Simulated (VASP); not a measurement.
# BeBrO (P4/nmm) in VASP: density of states with PBE

Aim: the density of states of BeBrO with PBE.

All numbers are computed with VASP 6.6.1; they aren't measurements. Logs are shortened: lines on timing, memory, paths and dates and some standing lists are left out, and cuts for length are marked.

## (1) The cell of the first run

Symmetry: P4/nmm, No. 129, tetragonal system. Conventional cell: a = 3.565 Å, b = 3.565 Å, c = 6.843 Å, α = 90.00°, β = 90.00°, γ = 90.00°. Be (site symmetry 4mm) has 4 O at 2.16 Å and 4 Br at 2.88 Å within 2.9 Å. Within 3.8 Å of Br (site symmetry 4mm) lie 5 Be at 2.88 to 3.01 Å and 8 Br at 3.00 to 3.56 Å and 4 O at 3.16 Å. O (site symmetry -4m2) has 4 Be at 2.16 Å and 4 O at 2.52 Å within 2.9 Å.

## (2) Density of states, PBE

POSCAR

```
BeBrO
1.0
    3.5646780000      0.0000000000      0.0000000000
    0.0000000000      3.5646780000      0.0000000000
    0.0000000000      0.0000000000      6.8428930000
Be Br O
2 2 2
Direct
    0.0000000000      0.5000000000      0.1789000000
    0.5000000000      0.0000000000      0.8211000000
    0.0000000000      0.5000000000      0.6183000000
    0.5000000000      0.0000000000      0.3817000000
    0.0000000000      0.0000000000      0.0000000000
    0.5000000000      0.5000000000      0.0000000000
```

INCAR.step1

```
  PREC = Accurate
  ENCUT = 520
  EDIFF = 1E-6
  ISMEAR = 0
  SIGMA = 0.2384
  LREAL = False
  LASPH = True
  NELM = 100
  ALGO = Normal
  ISIF = 2
  LWAVE = False
  LCHARG = True
  GGA = PE
  NBANDS = 24
```

KPOINTS.step1

```
Automatic mesh
0
Gamma
  9 9 5
```

INCAR.step2

```
  PREC = Accurate
  ENCUT = 520
  EDIFF = 1E-6
  ISMEAR = -5
  SIGMA = 0.2384
  LREAL = False
  LASPH = True
  NELM = 100
  ALGO = Normal
  ISIF = 2
  LWAVE = False
  LCHARG = False
  GGA = PE
  LORBIT = 11
  NBANDS = 24
  NEDOS = 2001
  ICHARG = 11
```

KPOINTS.step2

```
Automatic mesh
0
Gamma
  14 14 8
```

Potentials or basis: VASP PAW PBE potentials, release 64 (Be, Br, O).

Started as:

```console
$ cat potpaw_PBE.64/Be/POTCAR potpaw_PBE.64/Br/POTCAR potpaw_PBE.64/O/POTCAR > POTCAR
$ cp INCAR.step1 INCAR
$ cp KPOINTS.step1 KPOINTS
$ mpirun -np 1 vasp_std > vasp.out
$ cp INCAR.step2 INCAR
$ cp KPOINTS.step2 KPOINTS
$ mpirun -np 1 vasp_std > vasp.out
```

OUTCAR:

```text
PREC = Accurate
   ENCUT = 520
   EDIFF = 1E-6
   ISMEAR = -5
   LREAL = False
   LASPH = True
   NELM = 100
   ISIF = 2
   GGA = PE
   LORBIT = 11
   ICHARG = 11

 ion  position               nearest neighbor table
   1  0.000  0.500  0.179-   5 2.16   6 2.16   5 2.16   6 2.16
   2  0.500  0.000  0.821-   5 2.16   6 2.16   6 2.16   5 2.16
   3  0.000  0.500  0.618-
   4  0.500  0.000  0.382-
   5  0.000  0.000  0.000-   1 2.16   2 2.16   1 2.16   2 2.16
   6  0.500  0.500  0.000-   1 2.16   2 2.16   2 2.16   1 2.16

  LATTYP: Found a simple tetragonal cell.
 ALAT       =     3.5646780000
 C/A-ratio  =     1.9196384638

  Lattice vectors:

 A1 = (   3.5646780000,   0.0000000000,   0.0000000000)
 A2 = (   0.0000000000,   3.5646780000,   0.0000000000)
 A3 = (   0.0000000000,   0.0000000000,   6.8428930000)

Analysis of symmetry for initial positions (statically):
=====================================================================
 Subroutine PRICEL returns:
 Original cell was already a primitive cell.

 Routine SETGRP: Setting up the symmetry group for a
 simple tetragonal supercell.

 Subroutine GETGRP returns: Found 16 space group operations
 (whereof  8 operations were pure point group operations)
 out of a pool of 16 trial point group operations.

The static configuration has the point symmetry D_2d.
 The point group associated with its full space group is D_4h.

Analysis of symmetry for dynamics (positions and initial velocities):
=====================================================================
 Subroutine PRICEL returns:
 Original cell was already a primitive cell.

 Routine SETGRP: Setting up the symmetry group for a
 simple tetragonal supercell.

 Subroutine GETGRP returns: Found 16 space group operations
 (whereof  8 operations were pure point group operations)
 out of a pool of 16 trial point group operations.

The dynamic configuration has the point symmetry D_2d.
 The point group associated with its full space group is D_4h.

 Subroutine INISYM returns: Found 16 space group operations
 (whereof  8 operations are pure point group operations),
 and found     1 'primitive' translations

----------------------------------------------------------------------------------------

                                     Primitive cell

  volume of cell :      86.9522

[... 104 lines left out ...]
   ISIF   =      2    stress and relaxation
   ISYM   =      2    0-nonsym 1-usesym 2-fastsym
   POTIM  = 0.5000    time-step for ionic-motion
   TEBEG  =    0.0;   TEEND  =   0.0 temperature during run
   PSTRESS=    0.0 pullay stress
   NELECT =      30.0000    total number of electrons
   NUPDOWN=      -1.0000    fix difference up-down
   EMIN   =  10.00;   EMAX   =-10.00  energy-range for DOS
   EFERMI =   0.00;   METHOD = LEGACY
   ISMEAR =    -5;   SIGMA  =   0.24  broadening in eV -4-tet -1-fermi 0-gaus
   EFERMI_NEDOS =   21; number of points for ismear=-14 and -15
   IALGO  =     38    algorithm
   IMIX   =      4    mixing-type and parameters
     AMIX     =   0.40;   BMIX     =  1.00
     AMIX_MAG =   1.60;   BMIX_MAG =  1.00
  volume/ion in A,a.u.               =      14.49        97.80
  Fermi-wavevector in a.u.,A,eV,Ry     =   1.148211  2.169805 17.937772  1.318389
  Thomas-Fermi vector in A             =   2.284887
   LORBIT       =     11    0 simple, 1 ext, 2 COOP (PROOUT), +10 PAW based schemes
   GGA     = PE    functional components
   LHFCALC =     F    Hartree Fock is set to
   AEXX    =    0.0000 exact exchange contribution
   IVDW    =     0    specifies the selected vdW correction
   LEPSILON=     F    determine dielectric tensor
   LRPA    =     F    only Hartree local field effects (RPA)
 non-spin polarized calculation
 Fermi weights with tetrahedron method with Bloechl corrections
  energy-cutoff  :      520.00
  volume of cell :       86.95
 maximum number of plane-waves:      2369
 NGX is ok and might be reduce to    28

 number of electron      30.0000013 magnetization

 Free energy of the ion-electron system (eV)
  ---------------------------------------------------
  ext. energy  EPLUGINS =         0.00000000
  ---------------------------------------------------
  free energy    TOTEN  =       -20.85253728 eV

  energy without entropy =      -20.85253728  energy(sigma->0) =      -20.85253728

 E-fermi :   2.8234     XC(G=0):  -9.9591

 val. band max:        2.8651713205   @ k =   0.0000   0.0000   0.5000
 cond. band min:       2.7888897079   @ k =   0.4286   0.2143   0.3750
 fundamental gap:     -0.0762816126
 Fermi energy:         2.8233699136

 k-point     1 :       0.0000    0.0000    0.0000
  band No.  band energies     occupation
      1     -14.6455      2.00000
      2     -12.8605      2.00000
      3     -12.4757      2.00000
      4     -10.7854      2.00000
      5      -1.7428      2.00000
      6      -0.6880      2.00000
[... 637 lines left out ...]
     23      11.8084      0.00000
     24      11.8642      0.00000

 [... further k-points ...]
[... 5 lines left out ...]
  --------------------------------------------------------------------------------------
  -------------------------------------------------------------------------------------
  Total       -6.6635175     -6.6635175     -5.4408327      0.0000000      0.0000000      0.0000000
  in kB     -122.7817350   -122.7817350   -100.2525884      0.0000000      0.0000000      0.0000000
  external PRESSURE =    -115.2720194 kB  Pullay stress =       0.0000000 kB

 VOLUME and BASIS-vectors are now :
 -----------------------------------------------------------------------------
  energy-cutoff  :      520.00
  volume of cell :       86.95
      direct lattice vectors                 reciprocal lattice vectors
     3.564678000  0.000000000  0.000000000     0.280530247  0.000000000  0.000000000
     0.000000000  3.564678000  0.000000000     0.000000000  0.280530247  0.000000000
     0.000000000  0.000000000  6.842893000     0.000000000  0.000000000  0.146137021

 POSITION                                       TOTAL-FORCE (eV/Angst)
 -----------------------------------------------------------------------------------
      0.00000      1.78234      1.22419        -0.000000     -0.000000     -3.067442
      1.78234      0.00000      5.61870         0.000000     -0.000000      3.067442
      0.00000      1.78234      4.23096        -0.000000      0.000000      1.708974
      1.78234      0.00000      2.61193        -0.000000     -0.000000     -1.708974
      0.00000      0.00000      0.00000        -0.000000     -0.000000     -0.000000
      1.78234      1.78234      0.00000        -0.000000      0.000000     -0.000000
 -----------------------------------------------------------------------------------
    total drift:                               -0.000000      0.000000     -0.000000

  FREE ENERGIE OF THE ION-ELECTRON SYSTEM (eV)
  ---------------------------------------------------
  free  energy   TOTEN  =       -20.8525372799 eV

  energy  without entropy=      -20.8525372799  energy(sigma->0) =      -20.85253728

 total charge

# of ion       s       p       d       tot
------------------------------------------
    1        0.229   0.278   0.000   0.507
    2        0.229   0.278   0.000   0.507
    3        1.640   3.186   0.033   4.859
    4        1.640   3.186   0.033   4.859
    5        1.595   3.156   0.000   4.751
    6        1.595   3.156   0.000   4.751
--------------------------------------------------
tot          6.929  13.239   0.066  20.234
```

OSZICAR.step1:

```text
N       E                     dE             d eps       ncg     rms          rms(c)
DAV:   1     0.137418980709E+03    0.13742E+03   -0.13486E+04  2160   0.111E+03
DAV:   2    -0.148095782798E+02   -0.15223E+03   -0.14133E+03  2872   0.212E+02
DAV:   3    -0.256760776902E+02   -0.10866E+02   -0.10693E+02  2792   0.625E+01
[... 12 lines left out ...]
DAV:  16    -0.209593502409E+02    0.33808E-03   -0.59888E-04  2664   0.110E-01    0.652E-02
DAV:  17    -0.209593306739E+02    0.19567E-04   -0.82705E-05  2816   0.433E-02    0.110E-02
DAV:  18    -0.209593364996E+02   -0.58258E-05   -0.91550E-06  2568   0.149E-02    0.202E-02
DAV:  19    -0.209593316600E+02    0.48396E-05   -0.67765E-06  1824   0.108E-02    0.483E-03
DAV:  20    -0.209593316837E+02   -0.23687E-07   -0.66883E-07  1256   0.467E-03
   1 F= -.20959332E+02 E0= -.20863466E+02  d E =-.191732E+00
```

It took 3.5 min on 1 thread of Intel Xeon 6975P-C, shared host; peak memory 0.44 GiB.

What came out:

- Valence electrons inside the program's atomic spheres: Be 0.51; Br 4.86; O 4.75

Caveat: tetrahedron occupations give inexact forces and stress in metals.
